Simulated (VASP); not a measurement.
# Al2Au (P1) in VASP: single point with PBE

Aim: the single point of Al2Au with PBE.

Everything below comes from runs of VASP 6.6.1. Logs are shortened: lines on timing, memory, paths and dates and some standing lists are left out, and cuts for length are marked.

**1. The cell of the first run**

The typed cell holds 6 atoms: a = 7.658 Å, b = 8.080 Å, c = 7.685 Å, α = 58.02°, β = 63.96°, γ = 57.99°.

**2. Single point, PBE**

File INCAR:

```
SYSTEM = Al2Au
PREC = Accurate
ENCUT = 520
EDIFF = 1E-7
ISMEAR = 0
SIGMA = 0.1
LREAL = .False.
LASPH = .True.
NELM = 80
ALGO = Fast
ISIF = 2
LWAVE = .False.
LCHARG = .True.
GGA = PE
LELF = .True.
LVHAR = .True.
NBANDS = 26
```

File KPOINTS:

```
Automatic mesh
0
Gamma
  4 4 4
  0 0 0
```

File POSCAR:

```
Al2Au
1.0
    0.0002411309      5.0826951407      5.7277036578
    5.7174825728      0.0176178319      5.7098889795
    5.7503900744      5.0982163050     -0.0144052520
Al Au
4 2
Direct
    0.1458967971      0.0858892651      0.1454901158
    0.6211080010      0.1455798470      0.0881160625
    0.0881762638      0.1454703794      0.6214292203
    0.1460050943      0.6221515235      0.1460448313
   -0.0006910589      0.0018662235     -0.0018337686
    0.2495049025      0.2490427614      0.2507535388
```

Potentials or basis: VASP PAW PBE potentials, release 64 (Al, Au).

On the command line:

```bash
cat potpaw_PBE.64/Al/POTCAR potpaw_PBE.64/Au/POTCAR > POTCAR
mpirun -np 1 vasp_std > vasp.out
```

OUTCAR:

```text
SYSTEM = Al2Au
   PREC = Accurate
   ENCUT = 520
   EDIFF = 1E-7
   ISMEAR = 0
   LREAL = .False.
   LASPH = .True.
   NELM = 80
   ISIF = 2
   GGA = PE

 ion  position               nearest neighbor table
   1  0.146  0.086  0.145-   5 2.40   6 2.41
   2  0.621  0.146  0.088-   5 2.40   6 2.41
   3  0.088  0.145  0.621-   5 2.40   6 2.41
   4  0.146  0.622  0.146-   5 2.40   6 2.41
   5  0.999  0.002  0.998-   1 2.40   3 2.40   4 2.40   2 2.40
   6  0.250  0.249  0.251-   2 2.41   4 2.41   3 2.41   1 2.41

  LATTYP: Found a triclinic cell.
 ALAT       =     7.6382049732
 B/A-ratio  =     1.5013638285
 C/A-ratio  =     1.0025523890
 COS(alpha) =     0.0001519716
 COS(beta)  =     0.4418605241
 COS(gamma) =     0.7465900965

  Lattice vectors:

 A1 = (  -5.7172414419,   5.0650773088,   0.0178146783)
 A2 = ( -11.4676315163,  -0.0331389962,   0.0322199303)
 A3 = (   0.0002411309,   5.0826951407,   5.7277036578)

Analysis of symmetry for initial positions (statically):
=====================================================================
 Subroutine PRICEL returns:
 Original cell was already a primitive cell.

 Routine SETGRP: Setting up the symmetry group for a
 triclinic supercell.

 Subroutine GETGRP returns: Found  1 space group operations
 (whereof  1 operations were pure point group operations)
 out of a pool of  2 trial point group operations.

The static configuration has the point symmetry C_1 .

Analysis of symmetry for dynamics (positions and initial velocities):
=====================================================================
 Subroutine PRICEL returns:
 Original cell was already a primitive cell.

 Routine SETGRP: Setting up the symmetry group for a
 triclinic supercell.

 Subroutine GETGRP returns: Found  1 space group operations
 (whereof  1 operations were pure point group operations)
 out of a pool of  2 trial point group operations.

The dynamic configuration has the point symmetry C_1 .

 Subroutine INISYM returns: Found  1 space group operations
 (whereof  1 operations are pure point group operations),
 and found     1 'primitive' translations

----------------------------------------------------------------------------------------

                                     Primitive cell

  volume of cell :     333.6736

  direct lattice vectors                    reciprocal lattice vectors
     0.000241131  5.082695141  5.727703658    -0.087242447  0.098648647  0.087054092
     5.717482573  0.017617832  5.709888979     0.087733307 -0.098708835  0.087589336
     5.750390074  5.098216305 -0.014405252     0.086673665  0.098139821 -0.087091743

  length of vectors
     7.657700643  8.080392906  7.684985557     0.157864546  0.158469110  0.157253682

  position of ions in fractional coordinates (direct lattice)
     0.145896797  0.085889265  0.145490116
     0.621108001  0.145579847  0.088116062
     0.088176264  0.145470379  0.621429220
     0.146005094  0.622151524  0.146044831
     0.999308941  0.001866224  0.998166231
     0.249504903  0.249042761  0.250753539

  ion indices of the primitive-cell ions
   primitive index   ion index
                 1           1
                 2           2
                 3           3
                 4           4
                 5           5
                 6           6

----------------------------------------------------------------------------------------

 KPOINTS: Automatic mesh

Automatic generation of k-mesh.
 Grid dimensions read from file:
 generate k-points for:    4    4    4

 Generating k-lattice:

  Cartesian coordinates                     Fractional coordinates (reciprocal lattice)
    -0.021810612  0.024662162  0.021763523     0.250000000 -0.000000000 -0.000000000
     0.021933327 -0.024677209  0.021897334    -0.000000000  0.250000000  0.000000000
     0.021668416  0.024534955 -0.021772936     0.000000000 -0.000000000  0.250000000

  Length of vectors
     0.039466137  0.039617278  0.039313420

  Shift w.r.t. Gamma in fractional coordinates (k-lattice)
     0.000000000  0.000000000  0.000000000

 Subroutine IBZKPT returns following result:
 ===========================================

 Found     36 irreducible k-points:

 Following reciprocal coordinates:
            Coordinates               Weight
  0.000000  0.000000  0.000000      1.000000
  0.250000 -0.000000  0.000000      2.000000
  0.500000 -0.000000  0.000000      1.000000
  0.000000  0.250000  0.000000      2.000000
  0.250000  0.250000  0.000000      2.000000
  0.500000  0.250000  0.000000      2.000000
[... 16 lines left out ...]
 -0.000000 -0.250000  0.250000      2.000000
  0.250000 -0.250000  0.250000      2.000000
 [... further k-points ...]
   k-points           NKPTS =     36   k-points in BZ     NKDIM =     36   number of bands    NBANDS=     26
   number of dos      NEDOS =    301   number of ions     NIONS =      6
   total plane-waves  NPLWV = 216000
   dimension x,y,z NGX =    60 NGY =   60 NGZ =   60
   dimension x,y,z NGXF=   120 NGYF=  120 NGZF=  120
   ions per type =               4   2
   NGX,Y,Z   is equivalent  to a cutoff of  13.03, 12.34, 12.98 a.u.
   NGXF,Y,Z  is equivalent  to a cutoff of  26.05, 24.69, 25.96 a.u.
 SYSTEM =  Al2Au
   PREC   = accura    normal or accurate (medium, high low for compatibility)
   ISTART =      0    job   : 0-new  1-cont  2-samecut
   ICHARG =      2    charge: 1-file 2-atom 10-const
   ISPIN  =      1    spin polarized calculation?
   LNONCOLLINEAR =      F non collinear calculations
   LSORBIT =      F    spin-orbit coupling
   LASPH  =      T    aspherical Exc in radial PAW
   ENCUT  =  520.0 eV  38.22 Ry    6.18 a.u.  14.24 15.02 14.29*2*pi/ulx,y,z
   NELM   =     80;   NELMIN=  2; NELMDL= -5     # of ELM steps
   EDIFF  = 0.1E-06   stopping-criterion for ELM
   LREAL  =      F    real-space projection
   EDIFFG = 0.1E-05   stopping-criterion for IOM
   NSW    =      0    number of steps for IOM
   IBRION =     -1    ionic relax: 0-MD 1-quasi-New 2-CG
   NFREE  =      0    steps in history (QN), initial steepest desc. (CG)
   ISIF   =      2    stress and relaxation
   ISYM   =      2    0-nonsym 1-usesym 2-fastsym
   POTIM  = 0.5000    time-step for ionic-motion
   TEBEG  =    0.0;   TEEND  =   0.0 temperature during run
   PSTRESS=    0.0 pullay stress
   NELECT =      34.0000    total number of electrons
   NUPDOWN=      -1.0000    fix difference up-down
   EMIN   =  10.00;   EMAX   =-10.00  energy-range for DOS
   EFERMI =   0.00;   METHOD = LEGACY
   ISMEAR =     0;   SIGMA  =   0.10  broadening in eV -4-tet -1-fermi 0-gaus
   EFERMI_NEDOS =   21; number of points for ismear=-14 and -15
   IALGO  =     68    algorithm
   IMIX   =      4    mixing-type and parameters
     AMIX     =   0.40;   BMIX     =  1.00
     AMIX_MAG =   1.60;   BMIX_MAG =  1.00
  volume/ion in A,a.u.               =      55.61       375.29
  Fermi-wavevector in a.u.,A,eV,Ry     =   0.764646  1.444972  7.955105  0.584684
  Thomas-Fermi vector in A             =   1.864593
   LORBIT       =      0    0 simple, 1 ext, 2 COOP (PROOUT), +10 PAW based schemes
   GGA     = PE    functional components
   LHFCALC =     F    Hartree Fock is set to
   AEXX    =    0.0000 exact exchange contribution
   IVDW    =     0    specifies the selected vdW correction
   LEPSILON=     F    determine dielectric tensor
   LRPA    =     F    only Hartree local field effects (RPA)
 non-spin polarized calculation
 RMM-DIIS sequential band-by-band and
 Gauss-broadening in eV      SIGMA  =   0.10
  energy-cutoff  :      520.00
  volume of cell :      333.67
 maximum number of plane-waves:      9001
 NGX is ok and might be reduce to    60
   NGX = 29   NGY = 31   NGZ = 29

 number of electron      34.0000000 magnetization

 Free energy of the ion-electron system (eV)
  ---------------------------------------------------
  ext. energy  EPLUGINS =         0.00000000
  ---------------------------------------------------
  free energy    TOTEN  =       -18.24954403 eV

  energy without entropy =      -18.23630062  energy(sigma->0) =      -18.24292233

 E-fermi :  -0.0667     XC(G=0):  -5.4311

 val. band max:       -0.0826000599   @ k =   0.0000   0.5000   0.5000
 cond. band min:      -0.0642773523   @ k =   0.5000   0.2500   0.5000
 fundamental gap:      0.0183227076
 Fermi energy:        -0.0666706278

 k-point     1 :       0.0000    0.0000    0.0000
  band No.  band energies     occupation
      1      -7.4225      2.00000
      2      -6.4239      2.00000
      3      -6.2103      2.00000
      4      -6.2073      2.00000
      5      -5.6687      2.00000
      6      -5.5623      2.00000
[... 18 lines left out ...]
     25       3.8861      0.00000
     26       3.9178      0.00000

 k-point     2 :       0.2500   -0.0000    0.0000
  band No.  band energies     occupation
      1      -7.3198      2.00000
      2      -6.4766      2.00000
      3      -6.2671      2.00000
      4      -6.2078      2.00000
      5      -5.7124      2.00000
      6      -5.5837      2.00000
[... 18 lines left out ...]
     25       3.4844      0.00000
     26       3.9055      0.00000

 k-point     3 :       0.5000   -0.0000    0.0000
  band No.  band energies     occupation
      1      -7.1719      2.00000
      2      -6.6056      2.00000
      3      -6.3089      2.00000
      4      -6.2056      2.00000
      5      -5.7487      2.00000
      6      -5.6041      2.00000
[... 572 lines left out ...]
 k-point    23 :      -0.0000   -0.2500    0.2500
  band No.  band energies     occupation
      1      -7.1708      2.00000
      2      -6.6029      2.00000
      3      -6.3451      2.00000
      4      -6.1660      2.00000
      5      -5.7478      2.00000
      6      -5.6352      2.00000
[... 18 lines left out ...]
     25       3.3558      0.00000
     26       3.7839      0.00000

 k-point    24 :       0.2500   -0.2500    0.2500
  band No.  band energies     occupation
      1      -7.0957      2.00000
      2      -6.7128      2.00000
      3      -6.2498      2.00000
      4      -6.2008      2.00000
      5      -5.7583      2.00000
      6      -5.6022      2.00000
[... 18 lines left out ...]
     25       3.2136      0.00000
     26       3.6668      0.00000

 [... further k-points ...]

------------------------ aborting loop because EDIFF is reached ----------------------------------------

  FORCE on cell =-STRESS in cart. coord.  units (eV):
  Direction    XX          YY          ZZ          XY          YZ          ZX
  --------------------------------------------------------------------------------------
  -------------------------------------------------------------------------------------
  Total       -0.1256280     -0.1528947     -0.1213759     -0.0044160      0.0012523     -0.0078320
  in kB       -0.6032192     -0.7341439     -0.5828021     -0.0212041      0.0060129     -0.0376065
  external PRESSURE =      -0.6400551 kB  Pullay stress =       0.0000000 kB

 VOLUME and BASIS-vectors are now :
 -----------------------------------------------------------------------------
  energy-cutoff  :      520.00
  volume of cell :      333.67
      direct lattice vectors                 reciprocal lattice vectors
     0.000241131  5.082695141  5.727703658    -0.087242447  0.098648647  0.087054092
     5.717482573  0.017617832  5.709888979     0.087733307 -0.098708835  0.087589336
     5.750390074  5.098216305 -0.014405252     0.086673665  0.098139821 -0.087091743

 POSITION                                       TOTAL-FORCE (eV/Angst)
 -----------------------------------------------------------------------------------
      1.32773      1.48480      1.32398         0.003548     -0.003993      0.003166
      1.33920      3.60870      4.38750        -0.001277     -0.000849      0.002339
      4.40521      3.61892      1.32672        -0.000876     -0.002137     -0.000146
      4.39699      1.49763      4.38659        -0.002464     -0.005873     -0.000071
      5.75076     10.16808      5.72002         0.000191      0.003737     -0.002762
      2.86589      2.55094      2.84748         0.000878      0.009115     -0.002526
 -----------------------------------------------------------------------------------
    total drift:                                0.000027     -0.000109     -0.000009

  FREE ENERGIE OF THE ION-ELECTRON SYSTEM (eV)
  ---------------------------------------------------
  free  energy   TOTEN  =       -18.2495440286 eV

  energy  without entropy=      -18.2363006231  energy(sigma->0) =      -18.24292233
```

Wall time 17 min (1 thread of AMD EPYC 7R13, shared host); peak memory 0.62 GiB.

Results:

```
Free energy            : -18.2495 eV
Pressure               : -0.1 GPa
Largest force          : 0.009 eV/Å
Band gap on the k mesh : zero (bands 17 and 18 overlap by 0.89 eV)
```

Forces on the atoms (eV/Å):
```
Al   0.004 -0.004  0.003
Al  -0.001 -0.001  0.002
Al  -0.001 -0.002  0.000
Al  -0.002 -0.006  0.000
Au   0.000  0.004 -0.003
Au   0.001  0.009 -0.003
```

Caveat: spin-orbit coupling is left out, which moves the levels of the heavy elements.
